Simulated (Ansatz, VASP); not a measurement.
**SnGe3N: VASP beside Ansatz**

```
Sn Ge N
1.0
     5.26229    0.00000    0.00000
     0.00000    5.26229    0.00000
     0.00000    0.00000    5.26229
Sn Ge N
1 3 1
Cartesian
  2.6311 2.6311 2.6311
  0.0000 2.6311 2.6311
  2.6311 0.0000 2.6311
  2.6311 2.6311 0.0000
  0.0000 0.0000 0.0000
```

Alike in both runs: functional PBE; k mesh 8 × 8 × 8; occupations fermi-dirac, width 0.15 eV; no spin polarisation.

Ansatz relaxed the structure, and its values are those at the end. VASP's run is a single point on that final structure, the one shown.

|  | VASP | Ansatz |
| --- | --- | --- |
| version | VASP 6.6.1 | Ansatz 0.2.0 |
| potentials or method | VASP PAW PBE potentials, release 64 (Sn_d, Ge_d, N), cutoff 520 eV | scalar-relativistic, plane waves, PAW |
| valence electrons in the cell | 61 | 61 |

```csv
,VASP,Ansatz,Ansatz less VASP
gap on the k mesh at the Fermi level (eV),none,none,-
pressure (GPa),0.0,0.0,+0.03
```

A gap of «none» marks a metal or a gap that the smearing closes. The functional is the same, so the differences come from potentials, cutoffs and numerics.
